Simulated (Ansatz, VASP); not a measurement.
Ta3N in VASP and in Ansatz

INCAR

```
SYSTEM = Ta3N
PREC = Accurate ; ENCUT = 700
EDIFF = 1E-6 ; ISMEAR = -1
SIGMA = 0.05 ; LREAL = .FALSE.
LASPH = .TRUE. ; NELM = 120
ALGO = Normal ; ISIF = 2
LWAVE = .FALSE. ; LCHARG = .FALSE.
GGA = CA ; NBANDS = 30
GGA_COMPAT = .FALSE.
```

KPOINTS

```
regular mesh
0
G
  10 10 4
  0 0 0
```

Contents of POSCAR:

```
Ta3N
1.0
    3.0322239879      0.0000000000      0.0000000000
   -1.5161119940      2.6259830035      0.0000000000
    0.0000000000      0.0000000000      7.5241370000
Ta N
3 1
Direct
    0.6666666667      0.3333333333      0.8260700000
    0.3333333333      0.6666666667      0.1739300000
    0.0000000000      0.0000000000      0.5000000000
    0.0000000000      0.0000000000      0.0000000000
```

Contents of input.yaml:

```yaml
crystal:
  lattice:
    - [3.0322239879, 0.0, 0.0]
    - [-1.516111994, 2.6259830035, 0.0]
    - [0.0, 0.0, 7.524137]
  atoms:
    - { symbol: Ta, position: [0.6666666667, 0.3333333333, 0.82607] }
    - { symbol: Ta, position: [0.3333333333, 0.6666666667, 0.17393] }
    - { symbol: Ta, position: [0.0, 0.0, 0.5] }
    - { symbol: "N", position: [0.0, 0.0, 0.0] }
hamiltonian:
  xc: lda
  pseudopotentials: { kind: paw }
kpoints:
  mp_grid: { grid: [10, 10, 4] }
  band_path:
    path:
      - [[0.0, 0.0, 0.0], [0.5, 0.0, 0.0], [0.3333333333, 0.3333333333, 0.0], [0.0, 0.0, 0.0], [0.0, 0.0, 0.5], [0.5, 0.0, 0.5], [0.3333333333, 0.3333333333, 0.5], [0.0, 0.0, 0.5]]
      - [[0.5, 0.0, 0.5], [0.5, 0.0, 0.0]]
      - [[0.3333333333, 0.3333333333, 0.0], [0.3333333333, 0.3333333333, 0.5]]
    npoints: 14
scf:
  occupations: { method: fermi_dirac, width: 0.05 }
  n_extra_bands: 10
output:
  forces: true
  stress: true
  eigenvalues: true
  fatbands: true
```

Alike in both runs: functional LDA; k mesh 10 × 10 × 4; occupations fermi-dirac, width 0.05 eV; no spin polarisation.

|  | VASP | Ansatz |
| --- | --- | --- |
| version | VASP 6.6.1 | Ansatz 0.2.0 |
| potentials or method | VASP PAW LDA potentials, release 64 (Ta_sv_GW, N) | Ansatz PAW |
| plane-wave cutoff (eV) | 700 | 420 |
| valence electrons in the cell | 44 | 44 |
| task | single point | band structure |

Ansatz gave:

```
gap on the k mesh at the Fermi level (eV)                     : none
pressure (GPa)                                                : -13.3
traceless stress, the component that is largest in VASP (GPa) : 0.45
rms of the force components (eV/Å)                            : 0.217
```

Question: What did VASP give for the same quantities?

Answer: gap on the k mesh at the Fermi level (eV): none; pressure (GPa): -12.8; traceless stress, the component that is largest in VASP (GPa): 0.47; rms of the force components (eV/Å): 0.201.

LDA's correlation is that of Perdew and Zunger in VASP and of Perdew and Wang (1992) in Ansatz. Atom by atom the forces differ by 0.015 eV/Å (rms over components). A gap of «none» marks a metal or a gap that the smearing closes.

Neither program's run includes spin-orbit coupling.
